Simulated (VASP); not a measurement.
**TiAl: single point with LDA**

Crystal: TiAl.

```
Ti Al
1.0
     3.17906    0.00000    0.00000
     0.00000    3.17906    0.00000
     0.00000    0.00000    3.17906
Ti Al
1 1
Direct
  0.00000 0.00000 0.00000
  0.50000 0.50000 0.50000
```

```yaml
Program: VASP 6.6.1
Task: single point
Functional: LDA
Potentials_or_basis: VASP PAW LDA potentials, release 64 (Ti_sv, Al)
Cutoff: 520 eV
k_mesh: 8 × 8 × 8
Occupations: gaussian, width 0.1 eV
Spin: no spin polarisation
Dipole_correction: no
Further_INCAR_settings: ALGO = Fast; EDIFF = 1e-06; NBANDS = 14
```

The pressure is -5.7 GPa and the band gap on the k mesh is zero (an odd number of electrons rules out a gap without spin polarisation).

Levels at points of the mesh, in eV from the Fermi level:
```tsv
k point	band 4	band 5	band 6	band 7	band 8	band 9	band 10	band 11
(0.00, 0.00, 0.00)	-32.78	-9.20	-1.41	-1.41	1.75	1.75	1.75	4.42
(0.50, 0.00, 0.00)	-32.76	-5.97	-5.12	-0.54	0.11	0.11	1.95	3.00
(0.50, 0.50, 0.00)	-32.74	-5.01	-2.02	-2.02	-1.44	0.67	0.67	2.74
(0.50, 0.50, 0.50)	-32.91	-3.08	-3.08	-3.08	0.56	2.80	2.80	3.00
```

Run time: 32 s on 1 thread of Intel Xeon 8259CL (shared host), peak memory 0.14 GiB.

Caveat: the cell stands under tension.
